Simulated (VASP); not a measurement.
# GaN (I-4m2) in VASP: single point with r2SCAN

Aim: the single point of GaN with r2SCAN.

Program: VASP 6.6.1. These are calculated values, not measurements. Logs are shortened: lines on timing, memory, paths and dates and some standing lists are left out, and cuts for length are marked.

## (1) The cell of the first run

The structure is tetragonal, space group I-4m2 (No. 119). The conventional cell has a = 3.021 Å, b = 3.021 Å, c = 4.724 Å, α = 90.00°, β = 90.00°, γ = 90.00°. Ga (site symmetry -4m2) has 4 N at 1.92 Å within 2.5 Å. Within 2.5 Å of N (site symmetry -4m2) lie 4 Ga at 1.92 Å.

## (2) Single point, r2SCAN (epitaxial xy strain -5.0%)

The input, POSCAR:

```
GaN
1.0
    0.0000000000      2.1365049145      2.3620626532
    2.1365049145      0.0000000000      2.3620626532
    2.1365049145      2.1365049145      0.0000000000
Ga N
1 1
Direct
    0.0000000000      0.0000000000      0.0000000000
    0.2500000000      0.2500000000      0.2500000000
```

The input, INCAR.step1:

```
PREC = Accurate ; ENCUT = 520
ISMEAR = 0 ; SIGMA = 0.01
LREAL = False ; LASPH = True
NELM = 100 ; NBANDS = 16
GGA = PE ; ALGO = Normal
EDIFF = 1E-4 ; LWAVE = True
LCHARG = False
```

The input, INCAR.step2:

```
PREC = Accurate ; ENCUT = 520
EDIFF = 1E-6 ; ISMEAR = 0
SIGMA = 0.01 ; LREAL = False
LASPH = True ; NELM = 100
ALGO = Normal ; ISIF = 2
LWAVE = False ; LCHARG = False
METAGGA = R2SCAN ; LMIXTAU = True
NBANDS = 16 ; ISTART = 1
```

The input, KPOINTS:

```
Automatic mesh
0
Gamma
  10 10 10
```

Potentials or basis: VASP PAW PBE potentials, release 64 (Ga_d, N).

Command:

```bash
$ cat potpaw_PBE.64/Ga_d/POTCAR potpaw_PBE.64/N/POTCAR > POTCAR
$ cp INCAR.step1 INCAR
$ mpirun -np 1 vasp_std > vasp.out
$ cp INCAR.step2 INCAR
$ mpirun -np 1 vasp_std > vasp.out
```

OUTCAR:

```text
PREC = Accurate
   ENCUT = 520
   EDIFF = 1E-6
   ISMEAR = 0
   LREAL = False
   LASPH = True
   NELM = 100
   ISIF = 2
   METAGGA = R2SCAN
   ISTART = 1

 ion  position               nearest neighbor table
   1  0.000  0.000  0.000-   2 1.92   2 1.92   2 1.92   2 1.92
   2  0.250  0.250  0.250-   1 1.92   1 1.92   1 1.92   1 1.92

  LATTYP: Found a body centered tetragonal cell.
 ALAT       =     3.0214742262
 C/A-ratio  =     1.5635166653

  Lattice vectors:

 A1 = (  -2.1365049145,   0.0000000000,   2.3620626532)
 A2 = (   2.1365049145,   0.0000000000,   2.3620626532)
 A3 = (   0.0000000000,   2.1365049145,  -2.3620626532)

Analysis of symmetry for initial positions (statically):
=====================================================================
 Subroutine PRICEL returns:
 Original cell was already a primitive cell.

 Routine SETGRP: Setting up the symmetry group for a
 body centered tetragonal supercell.

 Subroutine GETGRP returns: Found  8 space group operations
 (whereof  8 operations were pure point group operations)
 out of a pool of 16 trial point group operations.

The static configuration has the point symmetry D_2d.

Analysis of symmetry for dynamics (positions and initial velocities):
=====================================================================
 Subroutine PRICEL returns:
 Original cell was already a primitive cell.

 Routine SETGRP: Setting up the symmetry group for a
 body centered tetragonal supercell.

 Subroutine GETGRP returns: Found  8 space group operations
 (whereof  8 operations were pure point group operations)
 out of a pool of 16 trial point group operations.

The dynamic configuration has the point symmetry D_2d.

 Subroutine INISYM returns: Found  8 space group operations
 (whereof  8 operations are pure point group operations),
 and found     1 'primitive' translations

----------------------------------------------------------------------------------------

                                     Primitive cell

  volume of cell :      21.5640

  direct lattice vectors                    reciprocal lattice vectors
     0.000000000  2.136504915  2.362062653    -0.234027077  0.234027077  0.211679398
     2.136504915  0.000000000  2.362062653     0.234027077 -0.234027077  0.211679398
     2.136504915  2.136504915  0.000000000     0.234027077  0.234027077 -0.211679398

  length of vectors
     3.184963615  3.184963615  3.021474226     0.392868315  0.392868315  0.392868315

  position of ions in fractional coordinates (direct lattice)
     0.000000000  0.000000000  0.000000000
     0.250000000  0.250000000  0.250000000

  ion indices of the primitive-cell ions
   primitive index   ion index
                 1           1
                 2           2

----------------------------------------------------------------------------------------

 KPOINTS: Automatic mesh

Automatic generation of k-mesh.
 Grid dimensions read from file:
 generate k-points for:   10   10   10

 Generating k-lattice:

  Cartesian coordinates                     Fractional coordinates (reciprocal lattice)
    -0.023402708  0.023402708  0.021167940     0.100000000 -0.000000000  0.000000000
     0.023402708 -0.023402708  0.021167940    -0.000000000  0.100000000  0.000000000
     0.023402708  0.023402708 -0.021167940     0.000000000  0.000000000  0.100000000

  Length of vectors
     0.039286832  0.039286832  0.039286832

  Shift w.r.t. Gamma in fractional coordinates (k-lattice)
     0.000000000  0.000000000  0.000000000

 Subroutine IBZKPT returns following result:
 ===========================================

 Found    102 irreducible k-points:

 Following reciprocal coordinates:
            Coordinates               Weight
  0.000000  0.000000  0.000000      1.000000
  0.100000  0.000000  0.000000      8.000000
  0.200000  0.000000  0.000000      8.000000
  0.300000  0.000000  0.000000      8.000000
  0.400000 -0.000000  0.000000      8.000000
  0.500000 -0.000000  0.000000      4.000000
[... 16 lines left out ...]
  0.300000  0.300000  0.000000      2.000000
  0.400000  0.300000  0.000000      8.000000
 [... further k-points ...]
   k-points           NKPTS =    102   k-points in BZ     NKDIM =    102   number of bands    NBANDS=     16
   number of dos      NEDOS =    301   number of ions     NIONS =      2
   total plane-waves  NPLWV =  13824
   dimension x,y,z NGX =    24 NGY =   24 NGZ =   24
   dimension x,y,z NGXF=    48 NGYF=   48 NGZF=   48
   ions per type =               1   1
   NGX,Y,Z   is equivalent  to a cutoff of  12.53, 12.53, 13.21 a.u.
   NGXF,Y,Z  is equivalent  to a cutoff of  25.05, 25.05, 26.41 a.u.
 SYSTEM =  unknown system
   PREC   = accura    normal or accurate (medium, high low for compatibility)
   ISTART =      1    job   : 0-new  1-cont  2-samecut
   ICHARG =      0    charge: 1-file 2-atom 10-const
   ISPIN  =      1    spin polarized calculation?
   LNONCOLLINEAR =      F non collinear calculations
   LSORBIT =      F    spin-orbit coupling
   LASPH  =      T    aspherical Exc in radial PAW
   ENCUT  =  520.0 eV  38.22 Ry    6.18 a.u.   5.92  5.92  5.62*2*pi/ulx,y,z
   NELM   =    100;   NELMIN=  2; NELMDL=  0     # of ELM steps
   EDIFF  = 0.1E-05   stopping-criterion for ELM
   LREAL  =      F    real-space projection
   EDIFFG = 0.1E-04   stopping-criterion for IOM
   NSW    =      0    number of steps for IOM
   IBRION =     -1    ionic relax: 0-MD 1-quasi-New 2-CG
   NFREE  =      0    steps in history (QN), initial steepest desc. (CG)
   ISIF   =      2    stress and relaxation
   ISYM   =      2    0-nonsym 1-usesym 2-fastsym
   POTIM  = 0.5000    time-step for ionic-motion
   TEBEG  =    0.0;   TEEND  =   0.0 temperature during run
   PSTRESS=    0.0 pullay stress
   NELECT =      18.0000    total number of electrons
   NUPDOWN=      -1.0000    fix difference up-down
   EMIN   =  10.00;   EMAX   =-10.00  energy-range for DOS
   EFERMI =   0.00;   METHOD = LEGACY
   ISMEAR =     0;   SIGMA  =   0.01  broadening in eV -4-tet -1-fermi 0-gaus
   EFERMI_NEDOS =   21; number of points for ismear=-14 and -15
   IALGO  =     38    algorithm
   IMIX   =      4    mixing-type and parameters
     AMIX     =   0.40;   BMIX     =  1.00
     AMIX_MAG =   1.60;   BMIX_MAG =  1.00
  volume/ion in A,a.u.               =      10.78        72.76
  Fermi-wavevector in a.u.,A,eV,Ry     =   1.541426  2.912872 32.327350  2.375993
  Thomas-Fermi vector in A             =   2.647373
   LORBIT       =      0    0 simple, 1 ext, 2 COOP (PROOUT), +10 PAW based schemes
   METAGGA = R2SCAN    functional components
   LHFCALC =     F    Hartree Fock is set to
   AEXX    =    0.0000 exact exchange contribution
   IVDW    =     0    specifies the selected vdW correction
   LEPSILON=     F    determine dielectric tensor
   LRPA    =     F    only Hartree local field effects (RPA)
 non-spin polarized calculation
 Gauss-broadening in eV      SIGMA  =   0.01
  energy-cutoff  :      520.00
  volume of cell :       21.56
 maximum number of plane-waves:       612
   NGX = 11   NGY = 11   NGZ = 11

 number of electron      18.0000007 magnetization

 Free energy of the ion-electron system (eV)
  ---------------------------------------------------
  ext. energy  EPLUGINS =         0.00000000
  ---------------------------------------------------
  free energy    TOTEN  =       -21.77854515 eV

  energy without entropy =      -21.77854515  energy(sigma->0) =      -21.77854515

 E-fermi :   6.0461     XC(G=0): -12.9987

 val. band max:        5.8807206384   @ k =   0.0000   0.0000   0.0000
 cond. band min:       8.1686509544   @ k =   0.0000   0.0000   0.0000
 fundamental gap:      2.2879303159
 Fermi energy:         6.0461498494

 k-point     1 :       0.0000    0.0000    0.0000
  band No.  band energies     occupation
      1     -11.5530      2.00000
      2      -8.3076      2.00000
      3      -8.1787      2.00000
      4      -8.1787      2.00000
      5      -7.8219      2.00000
      6      -7.8108      2.00000
[... 8 lines left out ...]
     15      24.2027      0.00000
     16      25.1525      0.00000

 k-point     2 :       0.1000    0.0000    0.0000
  band No.  band energies     occupation
      1     -11.4282      2.00000
      2      -8.2814      2.00000
      3      -8.1626      2.00000
      4      -8.1534      2.00000
      5      -7.8188      2.00000
      6      -7.8153      2.00000
[... 8 lines left out ...]
     15      25.3835      0.00000
     16      25.6954      0.00000

 k-point     3 :       0.2000    0.0000    0.0000
  band No.  band energies     occupation
      1     -11.1029      2.00000
      2      -8.2219      2.00000
      3      -8.1241      2.00000
      4      -8.0301      2.00000
      5      -7.8230      2.00000
      6      -7.8003      2.00000
[... 8 lines left out ...]
     15      24.4463      0.00000
     16      24.5886      0.00000

 k-point     4 :       0.3000    0.0000    0.0000
  band No.  band energies     occupation
      1     -10.7252      2.00000
      2      -8.1803      2.00000
      3      -8.0872      2.00000
      4      -7.8209      2.00000
      5      -7.8051      2.00000
      6      -7.6281      2.00000
[... 8 lines left out ...]
     15      24.5086      0.00000
     16      24.8684      0.00000
[... 324 lines left out ...]
 k-point    22 :      -0.2000    0.2000    0.0000
  band No.  band energies     occupation
      1     -10.5829      2.00000
      2      -8.1621      2.00000
      3      -8.0590      2.00000
      4      -7.8643      2.00000
      5      -7.8588      2.00000
      6      -7.3656      2.00000
[... 8 lines left out ...]
     15      25.0673      0.00000
     16      26.6398      0.00000

 k-point    23 :       0.3000    0.3000    0.0000
  band No.  band energies     occupation
      1     -10.5712      2.00000
      2      -8.0176      2.00000
      3      -7.9639      2.00000
      4      -7.9639      2.00000
      5      -7.7714      2.00000
      6      -7.6650      2.00000
[... 8 lines left out ...]
     15      30.6884      0.00000
     16      30.7477      0.00000

 k-point    24 :       0.4000    0.3000    0.0000
  band No.  band energies     occupation
      1     -10.3788      2.00000
      2      -8.0335      2.00000
      3      -7.9287      2.00000
      4      -7.9238      2.00000
      5      -7.7663      2.00000
      6      -7.2675      2.00000
[... 8 lines left out ...]
     15      30.3605      0.00000
     16      30.5484      0.00000

 [... further k-points ...]

------------------------ aborting loop because EDIFF is reached ----------------------------------------

  FORCE on cell =-STRESS in cart. coord.  units (eV):
  Direction    XX          YY          ZZ          XY          YZ          ZX
  --------------------------------------------------------------------------------------
  -------------------------------------------------------------------------------------
  Total        2.3587315      2.3587315      0.1874044      0.0000000      0.0000000     -0.0000000
  in kB      175.2507515    175.2507515     13.9239106      0.0000000      0.0000000     -0.0000000
  external PRESSURE =     121.4751379 kB  Pullay stress =       0.0000000 kB

 VOLUME and BASIS-vectors are now :
 -----------------------------------------------------------------------------
  energy-cutoff  :      520.00
  volume of cell :       21.56
      direct lattice vectors                 reciprocal lattice vectors
     0.000000000  2.136504915  2.362062653    -0.234027077  0.234027077  0.211679398
     2.136504915  0.000000000  2.362062653     0.234027077 -0.234027077  0.211679398
     2.136504915  2.136504915  0.000000000     0.234027077  0.234027077 -0.211679398

 POSITION                                       TOTAL-FORCE (eV/Angst)
 -----------------------------------------------------------------------------------
      0.00000      0.00000      0.00000        -0.000000     -0.000000     -0.000000
      1.06825      1.06825      1.18103         0.000000      0.000000      0.000000
 -----------------------------------------------------------------------------------
    total drift:                                0.000009      0.000009      0.000012

  FREE ENERGIE OF THE ION-ELECTRON SYSTEM (eV)
  ---------------------------------------------------
  free  energy   TOTEN  =       -21.7785451460 eV

  energy  without entropy=      -21.7785451460  energy(sigma->0) =      -21.77854515
```

Run time: 38 s. Hardware: 1 thread of Intel Xeon 6975P-C (Granite Rapids), shared host; peak memory 0.17 GiB.

Results:

| Property | Result |
| --- | --- |
| Free energy | -21.7785 eV |
| Pressure | 12.1 GPa |
| Band gap on the k mesh | 2.29 eV |

Levels at points of the mesh, in eV from the valence-band top:
```tsv
k point	band 7	band 8	band 9	band 10	band 11	band 12
(0.00, 0.00, 0.00)	-0.58	0.00	0.00	2.29	11.18	11.18
(0.50, 0.00, 0.00)	-7.72	-1.69	-0.82	5.07	9.60	10.78
(0.50, 0.50, 0.00)	-7.42	-2.61	-2.61	4.19	8.54	11.84
(0.50, 0.00, 0.50)	-6.25	-3.44	-3.38	3.40	6.86	13.32
```

Caveat: the cell differs from its parent crystal (epitaxial xy strain -5.0%); the stress differs along the axes, from 1 to 18 GPa; the structure was generated, so it needn't be the stable form of GaN; the PAW data sets were made with another functional, which shifts forces and pressure a little.
